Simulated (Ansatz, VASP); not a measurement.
## One calculation of MgH2, two programs

```
CELL_PARAMETERS angstrom
4.51327 0.00000 0.00000
0.00000 4.51327 0.00000
0.00000 0.00000 3.01461
ATOMIC_POSITIONS crystal
Mg 0.50000 0.00000 0.50000
Mg 0.00000 0.50000 0.00000
H 0.69561 0.19561 0.00000
H 0.80439 0.69561 0.50000
H 0.30439 0.80439 0.00000
H 0.19561 0.30439 0.50000
```

Alike in both runs: functional PBE; k mesh 4 × 4 × 6; occupations gaussian, width 0.1 eV; no spin polarisation.

Ansatz relaxed the structure, and its values are those at the end. VASP's run is a single point on that final structure, the one shown.

```csv
,VASP,Ansatz
version,VASP 6.6.1,Ansatz 0.2.0
potentials or method,"VASP PAW PBE potentials, release 64 (Mg, H), cutoff 520 eV","scalar-relativistic, plane waves, PAW"
valence electrons in the cell,8,24
```

|  | VASP | Ansatz | Ansatz less VASP |
| --- | --- | --- | --- |
| gap on the k mesh at the Fermi level (eV) | 3.88 | 3.89 | +0.012 |
| least direct gap on the mesh (eV) | 4.70 | 4.71 | +0.010 |
| pressure (GPa) | -0.2 | 0.0 | +0.28 |

VASP's potentials hold 8 valence electrons a cell and Ansatz's 24, so a difference there can come from the potentials and not from the codes.
